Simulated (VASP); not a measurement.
Set up this calculation in VASP 6.6.1, as the native input.

```yaml
Task: single point
Functional: PBE
Potentials_or_basis: VASP PAW PBE potentials, release 64 (Au)
Cutoff: 520 eV
k_mesh: 7 × 7 × 7
Occupations: fermi-dirac, width 0.05 eV
Spin: non-collinear spin, zero start, spin-orbit coupling
Starting_moments: "[[0.0, 0.0, 0.0]] μB"
Dipole_correction: no
Further_INCAR_settings: ALGO = Normal; EDIFF = 1e-06; NBANDS = 22
```

The structure of Au lies in POSCAR:

```
Au
1.0
    2.7484100000      0.0000000000      0.0000000000
    0.0000000000      2.7484100000      0.0000000000
    0.0000000000      0.0000000000      2.7484100000
Au
1
Direct
    0.5000000000      0.5000000000      0.5000000000
```

These files were run (other wordings do the same):

INCAR

```
ALGO = Normal
EDIFF = 1E-6
ENCUT = 520
GGA = PE
GGA_COMPAT = False
ISIF = 2
ISMEAR = -1
LASPH = True
LCHARG = True
LMAXMIX = 4
LNONCOLLINEAR = True
LORBIT = 11
LORBMOM = True
LREAL = False
LSORBIT = True
LVHAR = True
LWAVE = False
MAGMOM = 0 0 0
NBANDS = 22
NELM = 150
PREC = Accurate
SIGMA = 0.05
```

KPOINTS

```
k-points
0
Gamma
  7 7 7
```

Potentials or basis: VASP PAW PBE potentials, release 64 (Au).

The run is started by

```console
$ cat potpaw_PBE.64/Au/POTCAR > POTCAR
$ mpirun -np 1 vasp_ncl > vasp.out
```

Results of the run:

| Item | Value |
| --- | --- |
| Pressure | -1.5 GPa |
| Net moment | 0.00 μB per cell |
| Valence electrons inside the program's atomic spheres | Au 9.61 |

Run time: 7.1 s on 1 thread of Intel(R) Xeon(R) 6975P-C (Granite Rapids), on a shared host, peak memory 0.16 GiB.
